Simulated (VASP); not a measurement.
Runs of VASP 6.6.1 on NbTe. The structure is that of space group Fm-3m (No. 225), or close to it. The cells are those of the table. 

```tsv
cell	gap on the mesh (eV)	pressure (GPa)	moment (μB)
a = 4.014, b = 6.953, c = 8.029 Å, angles 30.0, 60.0, 54.7°, 4 atoms	none	(a)	0.00
a = 3.994, b = 6.915, c = 7.986 Å, angles 30.0, 60.0, 54.7°, 4 atoms	none	4.7	0.00
a = 4.069, b = 7.048, c = 8.139 Å, angles 30.0, 60.0, 54.7°, 4 atoms	none	-0.1	0.00
a = 4.042, b = 7.001, c = 8.084 Å, angles 30.0, 60.0, 54.7°, 4 atoms	none	1.5	0.00
```

Alike in all rows: task single point; level PBE; potentials or basis VASP PAW PBE potentials, release 64 (Nb_sv, Te); spin collinear; k mesh 10 × 10 × 5; cutoff (eV) 520; smearing gaussian 0.05 eV.

Fill in the values left out.

(a) 3.2.

Caveats: spin-orbit coupling is left out, which moves the levels of the heavy elements; the cell stands under pressure (at least some runs).

A k mesh can miss the band edges, and the runs leave out spin-orbit coupling on Nb, Te.

A gap of «none» marks levels without a gap at the run's occupations.
